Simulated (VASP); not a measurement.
Input of a VASP 6.6.1 run:

File INCAR:

```
SYSTEM = Ba2HfC3
ALGO = Normal
EDIFF = 1E-6
ENCUT = 520
GGA = PE
ISIF = 2
ISMEAR = 0
LASPH = .True.
LCHARG = .False.
LREAL = .False.
LWAVE = .False.
NBANDS = 30
NELM = 80
PREC = Accurate
SIGMA = 0.1
```

Contents of KPOINTS:

```
k-points
0
Gamma
  12 12 12
  0 0 0
```

POSCAR

```
Ba2HfC3
1.0
    0.0000000000      3.9088557013     10.2567331556
    1.9404088306      0.0000000000     10.2567331556
    1.9404088306      3.9088557013      0.0000000000
Ba Hf C
2 1 3
Direct
    0.1581931816      0.1581931816      0.8418068184
    0.8418068184      0.8418068184      0.1581931816
    0.5000000000      0.5000000000      0.5000000000
    0.5000000000      0.0000000000      0.0000000000
    0.0000000000      0.5000000000      0.5000000000
    0.0000000000      0.0000000000      0.0000000000
```

Potentials or basis: VASP PAW PBE potentials, release 64 (Ba_sv, Hf_pv, C).

The run is started by

```sh
$ cat potpaw_PBE.64/Ba_sv/POTCAR potpaw_PBE.64/Hf_pv/POTCAR potpaw_PBE.64/C/POTCAR > POTCAR
$ mpirun -np 1 vasp_std > vasp.out
```

**Question.** Predict the largest force.

**Answer.** 0.131 eV/Å.

**Question.** What does it give for the band gap on the k mesh?

**Answer.** Zero (bands 21 and 22 overlap by 1.27 eV).

**Question.** Estimate the pressure.

**Answer.** 0.7 GPa.

Forces in eV/Å, atoms in the order of the input:
```
Ba   0.000  0.000 -0.131
Ba   0.000  0.000  0.131
Hf   0.000  0.000  0.000
C    0.000  0.000  0.000
C    0.000  0.000  0.000
C    0.000  0.000  0.000
```

Caveat: spin-orbit coupling is left out, which moves the levels of the heavy elements.
